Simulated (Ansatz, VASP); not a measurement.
## One calculation of TePb, two programs

```
Pb Te
1.0
     0.00000    3.26784    3.26784
     3.26784    0.00000    3.26784
     3.26784    3.26784    0.00000
Pb Te
1 1
Direct
  0.00000 0.00000 0.00000
  0.50000 0.50000 0.50000
```

Alike in both runs: task single point; functional PBE-based screened hybrid; k mesh 4 × 4 × 4; no spin polarisation.

|  | VASP | Ansatz |
| --- | --- | --- |
| version | VASP 6.6.1 | Ansatz 0.2.0 |
| potentials or method | VASP PAW PBE potentials, release 64 (Pb_d, Te) | plane waves |
| plane-wave cutoff (eV) | 520 | 420 |
| occupations | gaussian, width 0.01 eV | fixed |
| valence electrons in the cell | 20 | 30 |

|  | VASP | Ansatz | Ansatz less VASP |
| --- | --- | --- | --- |
| gap on the k mesh at the Fermi level (eV) | 0.87 | 0.87 | +0.003 |
| pressure (GPa) | 0.3 | 0.4 | +0.11 |

VASP's potentials were made for PBE, not for PBE-based screened hybrid. VASP's potentials hold 20 valence electrons a cell and Ansatz's 30, so a difference there can come from the potentials and not from the codes. Ansatz's warnings: stress exchange threshold loose, stress scf threshold loose.

Neither program's run includes spin-orbit coupling.
